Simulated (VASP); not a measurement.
BaS (rocksalt type): single point with LDA

Crystal: BaS (rocksalt type).

```
Ba S
1.0
     0.00000    2.36618    2.36618
     2.36618    0.00000    2.36618
     2.36618    2.36618    0.00000
Ba S
1 1
Direct
  0.00000 0.00000 0.00000
  0.50000 0.50000 0.50000
```

- Program: VASP 6.6.1
- Task: single point
- Functional: LDA
- Potentials or basis: VASP PAW LDA potentials, release 64 (Ba_sv, S)
- Cutoff: 500 eV
- k mesh: 11 × 11 × 11
- Occupations: fermi-dirac, width 0.1 eV
- Spin: collinear spin, zero start
- Starting moments: [0.0, 0.0] μB
- Dipole correction: no
- Further INCAR settings: ALGO = Normal; EDIFF = 1e-06; NBANDS = 19

| Quantity | Value |
| --- | --- |
| Pressure | 207.9 GPa |
| Band gap on the k mesh | zero (filled and empty bands overlap) |
| Net moment | 0.00 μB per cell |
| Valence electrons inside the program's atomic spheres | Ba 9.77; S 4.05 |

Levels at points of the mesh, in eV from the Fermi level:
Spin up:
```
           k point  band 4  band 5  band 6  band 7  band 8  band 9  band 10  band 11  band 12  band 13
(0.00, 0.00, 0.00)  -12.08  -12.08   -1.57   -1.57   -1.57   -0.22    -0.22    -0.22     2.11     2.11
```
Spin down:
| k point | band 5 | band 6 | band 7 | band 8 | band 9 | band 10 | band 11 | band 12 |
| --- | --- | --- | --- | --- | --- | --- | --- | --- |
| (0.00, 0.00, 0.00) | -12.08 | -1.57 | -1.57 | -1.57 | -0.22 | -0.22 | -0.22 | 2.11 |

Run time: 21 s on 1 thread of Intel(R) Xeon(R) Platinum 8375C CPU @ 2.90GHz (Ice Lake), on a shared host, peak memory 0.17 GiB.

Caveat: the cell stands under pressure; spin-orbit coupling is left out, which moves the levels of the heavy elements.
